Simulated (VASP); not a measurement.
**WS2: single point with PBE+D3(BJ)**

WS2, a slab with vacuum:

```xyz
3
Lattice="3.1580 0.0000 0.0000 -1.5790 2.7349 0.0000 0.0000 0.0000 20.1304" Properties=species:S:1:pos:R:3 pbc="T T T"
S     0.0000    1.8233    8.5000
S     0.0000    1.8233   11.6304
W     1.5790    0.9116   10.0840
```

```yaml
Program: VASP 6.6.1
Task: single point
Functional: PBE
Dispersion: D3(BJ)
Potentials_or_basis: VASP PAW PBE potentials, release 64 (S, W_sv)
Cutoff: 520 eV
k_mesh: 12 × 12 × 1
Occupations: gaussian, width 0.05 eV
Spin: no spin polarisation
```

```json
{
 "Largest force": "0.631 eV/Å",
 "Band gap on the k mesh": "1.90 eV",
 "Dispersion energy per atom": "-0.311 eV"
}
```

Forces in eV/Å, atoms in the order of the input:
```
S    0.000  0.000  0.075
S    0.000  0.000  0.556
W    0.000  0.000 -0.631
```

Levels at points of the mesh, in eV from the valence-band top:
```tsv
k point	band 9	band 10	band 11	band 12	band 13	band 14	band 15	band 16	band 17	band 18
(0.00, 0.00, 0.00)	-2.87	-2.17	-1.60	-1.60	-0.09	2.93	2.93	3.14	3.14	5.03
(0.50, 0.00, 0.00)	-4.49	-3.44	-2.18	-1.24	-0.95	2.96	3.39	4.10	4.82	5.19
```

It took 100 s on 1 thread of Intel(R) Xeon(R) 6975P-C (Granite Rapids), on a shared host, peak memory 0.3 GiB.

Caveat: spin-orbit coupling is left out, which moves the levels of the heavy elements.
